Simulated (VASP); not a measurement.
Here is a VASP 6.6.1 calculation.

POSCAR

```
BeS
1.0
    0.0000000000      2.3612770434      2.4893639833
    2.3612770434      0.0000000000      2.4893639833
    2.3612770434      2.3612770434      0.0000000000
Be S
1 1
Direct
    0.0000000000      0.0000000000      0.0000000000
    0.2500000000      0.2500000000      0.2500000000
```

Contents of INCAR.step1:

```
SYSTEM = BeS
PREC = Accurate ; ENCUT = 520
EDIFF = 1E-5 ; ISMEAR = 0
SIGMA = 0.01 ; LREAL = .FALSE.
LASPH = .TRUE. ; NELM = 100
ALGO = Normal ; ISIF = 2
LWAVE = .TRUE. ; LCHARG = .FALSE.
NBANDS = 11 ; GGA = PE
```

File INCAR.step2:

```
SYSTEM = BeS
PREC = Accurate ; ENCUT = 520
EDIFF = 1E-6 ; ISMEAR = 0
SIGMA = 0.01 ; LREAL = .FALSE.
LASPH = .TRUE. ; NELM = 100
ALGO = Normal ; ISIF = 2
LWAVE = .FALSE. ; LCHARG = .FALSE.
GGA = PE ; LHFCALC = .TRUE.
HFSCREEN = 0.2079 ; PRECFOCK = Normal
NBANDS = 11 ; ISTART = 1
```

File KPOINTS:

```
regular mesh
0
G
  6 6 6
  0 0 0
```

Potentials or basis: VASP PAW PBE potentials, release 64 (Be, S).

Command:

```console
$ cat potpaw_PBE.64/Be/POTCAR potpaw_PBE.64/S/POTCAR > POTCAR
$ cp INCAR.step1 INCAR
$ mpirun -np 1 vasp_std > vasp.out
$ cp INCAR.step2 INCAR
$ mpirun -np 1 vasp_std > vasp.out
```

Predict the pressure.

2.9 GPa.

What does it give for the band gap on the k mesh?

3.74 eV, indirect (least direct gap 6.74 eV).

Stress tensor (GPa, compression positive):
```
 4.87  0.00  0.00
 0.00  4.87  0.00
 0.00  0.00 -1.20
```

Caveat: the cell differs from its parent crystal (epitaxial xy strain -3.0%); the PAW data sets were made with another functional, which shifts forces and pressure a little. A k mesh can miss the band edges.
